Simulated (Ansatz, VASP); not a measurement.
Nb in VASP and in Ansatz

```xyz
1
Lattice="-1.6588 1.6588 1.6588 1.6588 -1.6588 1.6588 1.6588 1.6588 -1.6588" Properties=species:S:1:pos:R:3 pbc="T T T"
Nb    0.0000    0.0000    0.0000
```

Alike in both runs: task single point; functional PBEsol; k mesh 8 × 8 × 8; occupations gaussian, width 0.1 eV; no spin polarisation.

|  | VASP | Ansatz |
| --- | --- | --- |
| version | VASP 6.6.1 | Ansatz 0.2.0 |
| potentials or method | VASP PAW PBE potentials, release 64 (Nb_sv), cutoff 520 eV | scalar-relativistic, plane waves, PAW |
| valence electrons in the cell | 13 | 13 |

VASP gave:

```
gap on the k mesh at the Fermi level (eV) : none
pressure (GPa)                            : -6.9
```

What did Ansatz give for the same quantities?

gap on the k mesh at the Fermi level (eV): none; pressure (GPa): -6.6.

VASP's potentials were made for PBE, not for PBEsol, and Ansatz warns of the same on its side. A gap of «none» marks a metal or a gap that the smearing closes.
